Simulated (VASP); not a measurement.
## AlN: single point with PBE

The system is AlN.

```
Al N
1.0
     0.00000    2.01887    2.01887
     2.01887    0.00000    2.01887
     2.01887    2.01887    0.00000
Al N
1 1
Direct
  0.00000 0.00000 0.00000
  0.50000 0.50000 0.50000
```

* Program: VASP 6.6.1
* Task: single point
* Functional: PBE
* Potentials or basis: VASP PAW PBE potentials, release 64 (Al, N)
* Cutoff: 520 eV
* k mesh: 8 × 8 × 8
* Occupations: gaussian, width 0.01 eV
* Spin: no spin polarisation
* Dipole correction: no
* Further INCAR settings: ALGO = Normal; EDIFF = 1e-07; NBANDS = 11

- Pressure: 6.1 GPa
- Band gap on the k mesh: 4.65 eV, indirect (least direct gap 5.74 eV)

Levels at points of the mesh, in eV from the valence-band top:
| k point | band 1 | band 2 | band 3 | band 4 | band 5 | band 6 | band 7 | band 8 | band 9 |
| --- | --- | --- | --- | --- | --- | --- | --- | --- | --- |
| (0.00, 0.00, 0.00) | -17.59 | 0.00 | 0.00 | 0.00 | 5.74 | 12.18 | 12.18 | 12.18 | 17.33 |
| (0.50, 0.00, 0.00) | -14.31 | -8.33 | -1.08 | -1.08 | 6.16 | 11.03 | 11.03 | 13.36 | 16.14 |
| (0.50, 0.50, 0.00) | -13.33 | -7.41 | -2.81 | -2.81 | 4.65 | 5.30 | 14.10 | 17.31 | 17.31 |

Run time: 4.7 s on 1 thread of Intel Xeon 6975P-C (shared host), peak memory 0.13 GiB.

A k mesh can miss the band edges.
